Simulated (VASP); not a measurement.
Crystal: SiO2.

```
CELL_PARAMETERS angstrom
4.22990 0.00000 0.00000
0.00000 4.22990 0.00000
0.00000 0.00000 2.34200
ATOMIC_POSITIONS crystal
Si 0.50000 0.50000 0.50000
Si 0.00000 0.00000 0.00000
O 0.69443 0.69443 0.00000
O 0.19443 0.80557 0.50000
O 0.30557 0.30557 0.00000
O 0.80557 0.19443 0.50000
```

Base run:

| Quantity | Value |
| --- | --- |
| Program | VASP 6.6.1 |
| Functional | LDA |
| Potentials or basis | VASP PAW LDA potentials, release 64 (Si, O_h) |
| Cutoff | 910 eV |
| k mesh | 6 × 6 × 8 |
| Occupations | gaussian, width 0.05 eV |
| Spin | no spin polarisation |

Its results: band gap on the k mesh 7.46 eV, direct; pressure 52.0 GPa; largest force 0.373 eV/Å.

Problem. The run is repeated on the same cell with these changes: potentials or basis from VASP PAW LDA potentials, release 64 (Si, O_h) to VASP PAW LDA potentials, release 64 (Si, O); cutoff from 910 eV to 520 eV; further incar settings from ALGO = Normal; EDIFF = 1e-06; NBANDS = 25 to ALGO = Normal; EDIFF = 1e-07; NBANDS = 25. What comes out?

Solution. Band gap on the k mesh 7.43 eV, direct; pressure 53.1 GPa; largest force 0.438 eV/Å.

Caveats: the cutoff is under 1.25 times the usual one of these potentials, so pressure, stress and relaxed cells hold a basis-set (Pulay) error (some runs).

A k mesh can miss the band edges.
